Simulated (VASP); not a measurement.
Here is a VASP 6.6.1 calculation.

INCAR

```
PREC = Accurate
ENCUT = 520
EDIFF = 1E-6
ISMEAR = 0
SIGMA = 0.05
LREAL = F
LASPH = T
NELM = 150
ALGO = Normal
ISIF = 2
LWAVE = F
LCHARG = F
ISPIN = 2
MAGMOM = 0 0 0 0 1 1
LORBIT = 11
LMAXMIX = 4
LDIPOL = T
IDIPOL = 3
DIPOL = 0.5 0.5 0.515
GGA = PE
NBANDS = 39
```

The input KPOINTS:

```
regular mesh
0
Gamma
  9 9 1
```

File POSCAR:

```
MoS2
1.0
    3.1630007117      0.0000000029      0.0000000000
   -1.5815003584      2.7392389671      0.0000000000
    0.0000000000      0.0000000000     29.1268235172
S Mo
4 2
Direct
    0.3333333333      0.6666666667      0.3433261438
    0.3333333333      0.6666666667      0.4464439296
    0.0000000000      0.0000000000      0.5809426313
    0.0000000000      0.0000000000      0.6887435103
    0.6666666667      0.3333333333      0.3948955468
    0.3333333333      0.6666666667      0.6348458932
```

Potentials or basis: VASP PAW PBE potentials, release 64 (S, Mo_sv).

Command:

```bash
$ cat potpaw_PBE.64/S/POTCAR potpaw_PBE.64/Mo_sv/POTCAR > POTCAR
$ mpirun -np 1 vasp_std > vasp.out
```

Task: Predict the band gap on the k mesh.

Result: 1.26 eV, indirect (least direct gap 1.49 eV).

Task: Estimate the largest force.

Result: 1.374 eV/Å.

Task: Predict the net moment.

Result: 0.00 μB per cell.

Forces in eV/Å, atoms in the order of the input:
```
S    0.000  0.000 -1.371
S    0.000  0.000  1.374
S    0.000  0.000  0.019
S    0.000  0.000 -0.011
Mo   0.000  0.000 -0.013
Mo   0.000  0.000  0.002
```
